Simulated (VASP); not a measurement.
Write the native input for VASP 6.6.1 that does the following.

```
Task                   : single point
Functional             : PBE
Potentials or basis    : VASP PAW PBE potentials, release 64 (Cd, Te)
Cutoff                 : 500 eV
k mesh                 : 6 × 6 × 6
Occupations            : gaussian, width 0.1 eV
Spin                   : no spin polarisation
Dipole correction      : no
Further INCAR settings : ALGO = Normal; EDIFF = 1e-06; NBANDS = 16
```

The structure of CdTe (v.b) lies in POSCAR:

```
CdTe
1.0
    0.0000000000      3.2500000000      3.2500000000
    3.2500000000      0.0000000000      3.2500000000
    3.2500000000      3.2500000000      0.0000000000
Cd Te
1 1
Direct
    0.0000000000      0.0000000000      0.0000000000
    0.2500000000      0.2500000000      0.2500000000
```

These files were run (other wordings do the same):

INCAR

```
PREC     = Accurate       # precision mode
ENCUT    = 500            # plane-wave cutoff, eV
EDIFF    = 1E-6           # SCF threshold, eV
ISMEAR   = 0              # smearing method
SIGMA    = 0.1            # smearing width, eV
LREAL    = False          # projectors in reciprocal space
LASPH    = True           # aspherical terms in the spheres
NELM     = 120            # most SCF steps
ALGO     = Normal         # electronic algorithm
ISIF     = 2              # what is computed and relaxed
LWAVE    = False          # write WAVECAR
LCHARG   = False          # write CHGCAR
GGA      = PE             # functional
NBANDS   = 16             # bands
GGA_COMPAT= False
```

KPOINTS

```
regular mesh
0
Gamma
  6 6 6
```

Potentials or basis: VASP PAW PBE potentials, release 64 (Cd, Te).

Run with:

```sh
$ cat potpaw_PBE.64/Cd/POTCAR potpaw_PBE.64/Te/POTCAR > POTCAR
$ mpirun -np 1 vasp_std > vasp.out
```

Results of the run:

```json
{
  "Pressure": "2.3 GPa",
  "Band gap on the k mesh": "0.74 eV, direct"
}
```

Caveat: spin-orbit coupling is left out, which moves the levels of the heavy elements.

Wall time 17 s on 1 thread of Intel(R) Xeon(R) Platinum 8488C (Sapphire Rapids) (shared host), peak memory 0.2 GiB.
